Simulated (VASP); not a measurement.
# MoH2 (Fm-3m) in VASP: relaxation of cell and atoms with r2SCAN

Aim: the relaxation of cell and atoms of MoH2 with r2SCAN.

All numbers are computed with VASP 6.6.1; they aren't measurements. Logs are shortened: lines on timing, memory, paths and dates and some standing lists are left out, and cuts for length are marked.

## (1) The cell of the first run

Symmetry: Fm-3m, No. 225, cubic system. Conventional cell: a = 4.395 Å, b = 4.395 Å, c = 4.395 Å, α = 90.00°, β = 90.00°, γ = 90.00°. Within 2.5 Å of Mo (site symmetry m-3m) lie 8 H at 1.90 Å. Within 2.5 Å of H (site symmetry -43m) lie 4 Mo at 1.90 Å and 6 H at 2.20 Å.

## (2) Relaxation of cell and atoms, r2SCAN

POSCAR reads:

```
MoH2
1.0
    0.0000000000      2.1972577870      2.1972577870
    2.1972577870      0.0000000000      2.1972577870
    2.1972577870      2.1972577870      0.0000000000
Mo H
1 2
Direct
    0.0000000000      0.0000000000      0.0000000000
    0.2500000000      0.2500000000      0.2500000000
    0.7500000000      0.7500000000      0.7500000000
```

INCAR.step1 reads:

```
PREC = Accurate
ENCUT = 600
ISMEAR = 0
SIGMA = 0.1
LREAL = F
LASPH = T
NELM = 100
GGA = PE
ALGO = Normal
EDIFF = 1E-4
LWAVE = T
LCHARG = F
```

INCAR.step2 reads:

```
PREC = Accurate
ENCUT = 600
EDIFF = 1E-7
ISMEAR = 0
SIGMA = 0.1
LREAL = F
LASPH = T
NELM = 100
ALGO = Normal
ISIF = 3
LWAVE = F
LCHARG = F
METAGGA = R2SCAN
LMIXTAU = T
IBRION = 2
NSW = 80
EDIFFG = -0.01
ISTART = 1
```

KPOINTS reads:

```
Automatic mesh
0
Gamma
  16 16 16
```

Potentials or basis: VASP PAW PBE potentials, release 64 (Mo_sv, H).

Launch:

```console
cat potpaw_PBE.64/Mo_sv/POTCAR potpaw_PBE.64/H/POTCAR > POTCAR
cp INCAR.step1 INCAR
mpirun -np 1 vasp_std > vasp.out
cp INCAR.step2 INCAR
mpirun -np 1 vasp_std > vasp.out
```

OUTCAR:

```text
PREC = Accurate
   ENCUT = 600
   EDIFF = 1E-7
   ISMEAR = 0
   LREAL = F
   LASPH = T
   NELM = 100
   ISIF = 3
   METAGGA = R2SCAN
   IBRION = 2
   NSW = 80
   EDIFFG = -0.01
   ISTART = 1

 ion  position               nearest neighbor table
   1  0.000  0.000  0.000-   3 1.90   3 1.90   3 1.90   2 1.90   3 1.90   2 1.90   2 1.90   2 1.90

   2  0.250  0.250  0.250-   1 1.90   1 1.90   1 1.90   1 1.90
   3  0.750  0.750  0.750-   1 1.90   1 1.90   1 1.90   1 1.90

  LATTYP: Found a face centered cubic cell.
 ALAT       =     4.3945155740

  Lattice vectors:

 A1 = (   0.0000000000,   2.1972577870,   2.1972577870)
 A2 = (   2.1972577870,   0.0000000000,   2.1972577870)
 A3 = (   2.1972577870,   2.1972577870,   0.0000000000)

Analysis of symmetry for initial positions (statically):
=====================================================================
 Subroutine PRICEL returns:
 Original cell was already a primitive cell.

 Routine SETGRP: Setting up the symmetry group for a
 face centered cubic supercell.

 Subroutine GETGRP returns: Found 48 space group operations
 (whereof 48 operations were pure point group operations)
 out of a pool of 48 trial point group operations.

The static configuration has the point symmetry O_h .

Analysis of symmetry for dynamics (positions and initial velocities):
=====================================================================
 Subroutine PRICEL returns:
 Original cell was already a primitive cell.

 Routine SETGRP: Setting up the symmetry group for a
 face centered cubic supercell.

 Subroutine GETGRP returns: Found 48 space group operations
 (whereof 48 operations were pure point group operations)
 out of a pool of 48 trial point group operations.

The dynamic configuration has the point symmetry O_h .

 Subroutine INISYM returns: Found 48 space group operations
 (whereof 48 operations are pure point group operations),
 and found     1 'primitive' translations

----------------------------------------------------------------------------------------

                                     Primitive cell

  volume of cell :      21.2165

  direct lattice vectors                    reciprocal lattice vectors
     0.000000000  2.197257787  2.197257787    -0.227556367  0.227556367  0.227556367
     2.197257787  0.000000000  2.197257787     0.227556367 -0.227556367  0.227556367
     2.197257787  2.197257787  0.000000000     0.227556367  0.227556367 -0.227556367

  length of vectors
[... 106 lines left out ...]
  Fermi-wavevector in a.u.,A,eV,Ry     =   1.490129  2.815935 30.211518  2.220484
  Thomas-Fermi vector in A             =   2.602950
   LORBIT       =      0    0 simple, 1 ext, 2 COOP (PROOUT), +10 PAW based schemes
   METAGGA = R2SCAN    functional components
   LHFCALC =     F    Hartree Fock is set to
   AEXX    =    0.0000 exact exchange contribution
   IVDW    =     0    specifies the selected vdW correction
   LEPSILON=     F    determine dielectric tensor
   LRPA    =     F    only Hartree local field effects (RPA)
 conjugate gradient relaxation of ions
 non-spin polarized calculation
 Gauss-broadening in eV      SIGMA  =   0.10
  energy-cutoff  :      600.00
  volume of cell :       21.22
 maximum number of plane-waves:       725
 NGX is ok and might be reduce to    28
   NGX = 13   NGY = 13   NGZ = 13

--------------------------------------- Ionic step        1  -------------------------------------------

 number of electron      15.9999999 magnetization

 Free energy of the ion-electron system (eV)
  ---------------------------------------------------
  ext. energy  EPLUGINS =         0.00000000
  ---------------------------------------------------
  free energy    TOTEN  =       -32.75607547 eV

  energy without entropy =      -32.74897926  energy(sigma->0) =      -32.75252736

------------------------ aborting loop because EDIFF is reached ----------------------------------------

  FORCE on cell =-STRESS in cart. coord.  units (eV):
  Direction    XX          YY          ZZ          XY          YZ          ZX
  --------------------------------------------------------------------------------------
  -------------------------------------------------------------------------------------
  Total        0.0942242      0.0942242      0.0942242      0.0000000      0.0000000      0.0000000
  in kB        7.1154093      7.1154093      7.1154093      0.0000000      0.0000000      0.0000000
  external PRESSURE =       7.1154093 kB  Pullay stress =       0.0000000 kB
[... 61 lines left out ...]
--------------------------------------- Ionic step        3  -------------------------------------------

 number of electron      15.9999999 magnetization

 Free energy of the ion-electron system (eV)
  ---------------------------------------------------
  ext. energy  EPLUGINS =         0.00000000
  ---------------------------------------------------
  free energy    TOTEN  =       -32.75622467 eV

  energy without entropy =      -32.74909803  energy(sigma->0) =      -32.75266135

 E-fermi :  10.2568     XC(G=0): -13.6108

 val. band max:       10.2560325411   @ k =   0.4375   0.2500   0.1250
 cond. band min:      10.2694648391   @ k =   0.1250   0.0625   0.0000
 fundamental gap:      0.0134322981
 Fermi energy:        10.2568381133

 k-point     1 :       0.0000    0.0000    0.0000
  band No.  band energies     occupation
      1     -53.0582      2.00000
      2     -26.1357      2.00000
      3     -26.1357      2.00000
      4     -26.1357      2.00000
      5      -1.7432      2.00000
      6       8.0647      2.00000
      7       8.0647      2.00000
      8       8.0647      2.00000
      9       9.1653      2.00000
     10      10.6305      0.00000
     11      10.6305      0.00000
     12      24.7820      0.00000
[... 331 lines left out ...]
 k-point    24 :      -0.0625    0.0625    0.0000
  band No.  band energies     occupation
      1     -53.0495      2.00000
      2     -26.2008      2.00000
      3     -26.1536      2.00000
      4     -26.1404      2.00000
      5      -1.4355      2.00000
      6       6.4115      2.00000
      7       8.2084      2.00000
      8       8.2361      2.00000
      9      10.4182      0.02252
     10      10.6351      0.00000
     11      11.1709      0.00000
     12      22.5690      0.00000

 [... further k-points ...]

------------------------ aborting loop because EDIFF is reached ----------------------------------------

  FORCE on cell =-STRESS in cart. coord.  units (eV):
  Direction    XX          YY          ZZ          XY          YZ          ZX
  --------------------------------------------------------------------------------------
  -------------------------------------------------------------------------------------
  Total        0.0013296      0.0013296      0.0013296     -0.0000000     -0.0000000      0.0000000
  in kB        0.1000845      0.1000845      0.1000845     -0.0000000     -0.0000000      0.0000000
  external PRESSURE =       0.1000845 kB  Pullay stress =       0.0000000 kB
[... 18 lines left out ...]
  FREE ENERGIE OF THE ION-ELECTRON SYSTEM (eV)
  ---------------------------------------------------
  free  energy   TOTEN  =       -32.7562246714 eV

  energy  without entropy=      -32.7490980330  energy(sigma->0) =      -32.75266135

 reached required accuracy - stopping structural energy minimisation
```

It took 13 min on 1 thread of Oxide Virtual Turin-like, shared host; peak memory 0.17 GiB.

What came out:

```yaml
Free_energy: -32.7562 eV
Relaxed_volume: 7.09 Å³/atom
Relaxed_cell: a = 3.111 Å, b = 3.111 Å, c = 3.111 Å, α = 60.00°, β = 60.00°, γ = 60.00°
Space_group_after_relaxing_to_0.1_Å: Fm-3m (No. 225)
Energy_gained_by_relaxing: 0.0 meV/atom
Ionic_steps: 3
Pressure_after_relaxing: 0.0 GPa
Band_gap_on_the_k_mesh: zero (bands 8 and 9 overlap by 2.99 eV)
```

Step by step:
```
step  energy change (eV)  largest force (eV/Å)  pressure (GPa)  volume (Å³)
   1              0.0000                0.0000            0.71        21.22
   2             -0.0001                0.0000           -0.29        21.31
   3             -0.0001                0.0000            0.01        21.28
```

Final structure:
```
Mo H
1.0
     0.00000    2.19960    2.19960
     2.19960    0.00000    2.19960
     2.19960    2.19960    0.00000
Mo H
1 2
Direct
  0.00000 0.00000 0.00000
  0.25000 0.25000 0.25000
  0.75000 0.75000 0.75000
```

Caveat: the PAW data sets were made with another functional, which shifts forces and pressure a little. Zero-point motion and thermal expansion aren't in these numbers.
